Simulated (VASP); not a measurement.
Set up this calculation in VASP 6.6.1, as the native input.

* Task: single point
* Functional: PBE
* Potentials or basis: VASP PAW PBE potentials, release 64 (Sr_sv, O)
* Cutoff: 600 eV
* k mesh: 6 × 6 × 6
* Occupations: gaussian, width 0.1 eV
* Spin: no spin polarisation
* Dipole correction: no
* Further INCAR settings: ALGO = Normal; EDIFF = 1e-06; NBANDS = 15

The structure of SrO lies in POSCAR:

```
SrO
1.0
    0.0000000000      2.5837845800      2.5837845800
    2.5837845800      0.0000000000      2.5837845800
    2.5837845800      2.5837845800      0.0000000000
Sr O
1 1
Direct
    0.5000000000      0.5000000000      0.5000000000
    0.0000000000      0.0000000000      0.0000000000
```

One way to write it, as run:

INCAR

```
SYSTEM = SrO
  ALGO = Normal
  EDIFF = 1E-6
  ENCUT = 600
  GGA = PE
  GGA_COMPAT = .False.
  ISIF = 2
  ISMEAR = 0
  LASPH = .True.
  LCHARG = .True.
  LELF = .True.
  LREAL = .False.
  LVHAR = .True.
  LWAVE = .False.
  NBANDS = 15
  NELM = 120
  PREC = Accurate
  SIGMA = 0.1
```

KPOINTS

```
k-points
0
Gamma
  6 6 6
  0 0 0
```

Potentials or basis: VASP PAW PBE potentials, release 64 (Sr_sv, O).

Run with:

```sh
$ cat potpaw_PBE.64/Sr_sv/POTCAR potpaw_PBE.64/O/POTCAR > POTCAR
$ mpirun -np 1 vasp_std > vasp.out
```

Results of the run:

- Pressure: 1.8 GPa
- Band gap on the k mesh: 3.27 eV (least direct gap 3.37 eV)

It took 16 s on 1 thread of Intel(R) Xeon(R) Platinum 8488C (Sapphire Rapids), on a shared host, peak memory 0.17 GiB.
